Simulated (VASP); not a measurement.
Crystal: La3GaN4.

```
CELL_PARAMETERS angstrom
3.93368 0.00000 0.00000
-1.96684 3.40666 0.00000
0.00000 0.00000 12.84739
ATOMIC_POSITIONS crystal
Ga 0.33333 0.66667 0.00000
La 0.33333 0.66667 0.50000
La 0.66667 0.33333 0.25000
La 0.66667 0.33333 0.75000
N 0.33333 0.66667 0.18750
N 0.33333 0.66667 0.68750
N 0.66667 0.33333 0.43750
N 0.66667 0.33333 0.93750
```

| Item | Value |
| --- | --- |
| Program | VASP 6.6.1 |
| Task | relaxation of cell and atoms |
| Functional | PBE |
| Potentials or basis | VASP PAW PBE potentials, release 64 (Ga_d, La, N) |
| Cutoff | 600 eV |
| k mesh | 6 × 6 × 2 |
| Occupations | fermi-dirac, width 0.02 eV |
| Spin | no spin polarisation |

At the start: pressure -4.0 GPa; volume 21.52 Å³/atom.

Problem. How do energy, volume and symmetry change on relaxing?

Solution. Over 39 steps the energy falls by 164.6 meV/atom and the volume is 19.82 Å³/atom (-7.9 %); space group P3m1 (No. 156, to 0.1 Å) before and after.

Step by step:
```tsv
step	energy change (eV)	largest force (eV/Å)	pressure (GPa)	volume (Å³)
1	0.0000	1.5492	-4.03	172.16
2	-0.4288	1.6472	1.73	159.00
3	-0.4564	1.6833	4.35	154.52
4	-0.7481	1.2376	4.18	153.67
5	-0.8698	2.9700	6.24	151.16
6	-0.9770	0.8364	4.56	152.48
7	-0.9968	1.0620	5.01	151.99
8	-1.2024	0.7051	-0.72	160.21
9	-1.2042	0.6846	-1.24	161.08
10	-1.2528	0.5106	-0.84	160.18
11	-1.2930	0.5759	0.09	158.32
12	-1.3112	0.1441	0.43	157.99
13	-1.3115	0.1463	0.44	157.94
14	-1.3143	0.0633	-0.15	159.10
15	-1.3143	0.0643	-0.26	159.16
16	-1.3143	0.0629	-0.24	159.12
17	-1.3155	0.0383	-0.19	158.99
18	-1.3158	0.0392	-0.15	158.90
19	-1.3160	0.0405	0.17	158.44
20	-1.3160	0.0311	0.05	158.57
21	-1.3162	0.0211	0.02	158.60
22	-1.3162	0.0281	-0.01	158.62
23	-1.3164	0.0099	0.00	158.62
24	-1.3164	0.0099	-0.02	158.61
25	-1.3164	0.0109	0.00	158.61
26	-1.3164	0.0125	0.00	158.61
27	-1.3164	0.0186	0.04	158.61
28	-1.3164	0.0317	0.07	158.61
29	-1.3164	0.0267	0.00	158.61
30	-1.3164	0.0228	0.00	158.61
31	-1.3164	0.0209	0.00	158.61
32	-1.3164	0.0083	-0.01	158.60
33	-1.3165	0.0083	0.02	158.60
34	-1.3164	0.0083	-0.01	158.60
35	-1.3165	0.0084	-0.01	158.60
36	-1.3165	0.0085	-0.01	158.60
37	-1.3165	0.0087	-0.01	158.60
38	-1.3165	0.0061	0.03	158.57
39	-1.3165	0.0034	0.00	158.58
```

Final structure:
```yaml
crystal:
  lattice:
    - [3.92958, 0.00000, 0.00000]
    - [-1.96479, 3.40311, 0.00000]
    - [0.00000, 0.00000, 11.85860]
  atoms:
    - { symbol: Ga, position: [0.33333, 0.66667, 0.00629] }
    - { symbol: La, position: [0.33333, 0.66667, 0.49140] }
    - { symbol: La, position: [0.66667, 0.33333, 0.21725] }
    - { symbol: La, position: [0.66667, 0.33333, 0.76582] }
    - { symbol: N, position: [0.33333, 0.66667, 0.16735] }
    - { symbol: N, position: [0.33333, 0.66667, 0.69964] }
    - { symbol: N, position: [0.66667, 0.33333, 0.42866] }
    - { symbol: N, position: [0.66667, 0.33333, 0.97358] }
```
